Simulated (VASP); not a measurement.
Wanted: the native input for a VASP 6.6.1 run.

```
Task                   : relaxation of cell and atoms
Functional             : PBE
Potentials or basis    : VASP PAW PBE potentials, release 64 (C, O)
Cutoff                 : 600 eV
k mesh                 : 4 × 4 × 4
Occupations            : gaussian, width 0.1 eV
Spin                   : collinear spin, ferromagnetic start
Starting moments       : [0.0, 0.0, 0.62, 0.62, 0.62, 0.62] μB
Dipole correction      : no
Further INCAR settings : ALGO = Normal; EDIFF = 1e-06; IBRION = 2; EDIFFG = -0.04; NSW = 90; ISIF = 3
```

The structure of CO2 lies in POSCAR:

```
CO2
1.0
    4.2543311141      0.0000000000      0.0000000000
    0.0000000000      4.2543311141      0.0000000000
    0.0000000000      0.0000000000      4.2543311141
C O
2 4
Direct
    0.0000000000      0.0000000000      0.0000000000
    0.5000000000      0.5000000000      0.5000000000
    0.2500000000      0.2500000000      0.2500000000
    0.2500000000      0.7500000000      0.7500000000
    0.7500000000      0.7500000000      0.2500000000
    0.7500000000      0.2500000000      0.7500000000
```

One way to write it, as run:

INCAR

```
PREC     = Accurate       # precision mode
ENCUT    = 600            # plane-wave cutoff, eV
EDIFF    = 1E-6           # SCF threshold, eV
ISMEAR   = 0              # smearing method
SIGMA    = 0.1            # smearing width, eV
LREAL    = False          # projectors in reciprocal space
LASPH    = True           # aspherical terms in the spheres
NELM     = 150            # most SCF steps
ALGO     = Normal         # electronic algorithm
ISIF     = 3              # what is computed and relaxed
LWAVE    = False          # write WAVECAR
LCHARG   = False          # write CHGCAR
ISPIN    = 2              # spin polarisation
MAGMOM   = 0 0 0.62 0.62 0.62 0.62 # initial moments
LORBIT   = 11             # projections on sites
GGA      = PE             # functional
IBRION   = 2              # ionic algorithm
NSW      = 90             # ionic steps
EDIFFG   = -0.04          # ionic threshold
```

KPOINTS

```
Automatic mesh
0
Gamma
  4 4 4
```

Potentials or basis: VASP PAW PBE potentials, release 64 (C, O).

Command:

```sh
$ cat potpaw_PBE.64/C/POTCAR potpaw_PBE.64/O/POTCAR > POTCAR
$ mpirun -np 1 vasp_std > vasp.out
```

Results of the run:

```
Relaxed volume                                        : 6.05 Å³/atom
Relaxed cell                                          : a = 3.311 Å, b = 3.311 Å, c = 3.311 Å, α = 90.00°, β = 90.00°, γ = 90.00°
Space group after relaxing (to 0.1 Å)                 : Pn-3m (No. 224)
Pressure after relaxing                               : 0.5 GPa
Band gap on the k mesh                                : 1.19 eV (least direct gap 1.41 eV)
Net moment                                            : 0.00 μB per cell
Valence electrons inside the program's atomic spheres : C 2.14; O 5.19
```

Caveat: the volume moved by over 15 % at a fixed basis, so the end points are rough.

Wall time 2.1 min on 1 thread of Intel(R) Xeon(R) 6975P-C (Granite Rapids), with other jobs on the host, peak memory 0.24 GiB.
